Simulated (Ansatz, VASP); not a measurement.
**One calculation of Si, two programs**

```
CELL_PARAMETERS angstrom
-3.38773 3.38773 3.38773
3.38773 -3.38773 3.38773
3.38773 3.38773 -3.38773
ATOMIC_POSITIONS crystal
Si 0.20285 0.20285 0.20285
Si 0.50000 0.00000 0.29715
Si 0.29715 0.50000 0.00000
Si 0.00000 0.29715 0.50000
Si 0.79715 0.79715 0.79715
Si 0.50000 0.00000 0.70285
Si 0.70285 0.50000 0.00000
Si 0.00000 0.70285 0.50000
```

Alike in both runs: task single point; functional PBE; k mesh 10 × 10 × 10; occupations gaussian, width 0.15 eV; no spin polarisation.

|  | VASP | Ansatz |
| --- | --- | --- |
| version | VASP 6.6.1 | Ansatz 0.2.0 |
| potentials or method | VASP PAW PBE potentials, release 64 (Si), cutoff 520 eV | scalar-relativistic, plane waves, PAW |
| valence electrons in the cell | 32 | 32 |

```tsv
	VASP	Ansatz	Ansatz less VASP
gap on the k mesh at the Fermi level (eV)	none	none	-
pressure (GPa)	-4.5	-4.4	+0.05
rms of the force components (eV/Å)	0.125	0.124	-0.0006
```

Atom by atom the forces differ by 0.001 eV/Å (rms over components). A gap of «none» marks a metal or a gap that the smearing closes.
